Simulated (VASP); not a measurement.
SnSe2: single point with PBE

Crystal: SnSe2.

```
CELL_PARAMETERS angstrom
3.70654 0.00000 0.00000
-1.85327 3.20995 0.00000
0.00000 0.00000 5.96781
ATOMIC_POSITIONS crystal
Sn 0.00000 0.00000 0.00000
Se 0.33333 0.66667 0.24900
Se 0.66667 0.33333 0.75100
```

| Quantity | Value |
| --- | --- |
| Program | VASP 6.6.1 |
| Task | single point |
| Functional | PBE |
| Potentials or basis | VASP PAW PBE potentials, release 64 (Sn_d, Se) |
| Cutoff | 520 eV |
| k mesh | 6 × 6 × 4 |
| Occupations | gaussian, width 0.01 eV |
| Spin | no spin polarisation |
| Dipole correction | no |
| Further INCAR settings | ALGO = Normal; EDIFF = 1e-07; NBANDS = 20 |

| Property | Result |
| --- | --- |
| Pressure | 13.9 GPa |
| Largest force | 1.755 eV/Å |
| Band gap on the k mesh | 0.87 eV, indirect (least direct gap 1.46 eV) |

Forces in eV/Å, atoms in the order of the input:
```
Sn   0.000  0.000  0.000
Se   0.000  0.000  1.755
Se   0.000  0.000 -1.755
```

Stress tensor (GPa, compression positive):
```
13.59  0.00  0.00
 0.00 13.59  0.00
 0.00  0.00 14.61
```

Levels at points of the mesh, in eV from the valence-band top:
```csv
k point,band 11,band 12,band 13,band 14,band 15,band 16
"(0.00, 0.00, 0.00)",-0.46,-0.46,0.00,1.50,2.96,4.77
"(0.50, 0.00, 0.00)",-3.04,-1.41,-0.36,1.22,3.84,5.36
"(0.00, 0.00, 0.50)",-0.91,-0.29,-0.29,2.84,3.02,4.45
"(0.50, 0.00, 0.50)",-2.18,-1.00,-0.81,0.99,4.26,4.81
```

Wall time 51 s on 1 thread of Intel Xeon 8259CL, on a shared host, peak memory 0.2 GiB.

Caveat: spin-orbit coupling is left out, which moves the levels of the heavy elements; this functional lacks dispersion, which binds the layers, so the pressure and a relaxed spacing across them are unreliable; forces of over 1 eV/Å act on the atoms, so gaps and moduli don't describe the material at rest. A k mesh can miss the band edges.
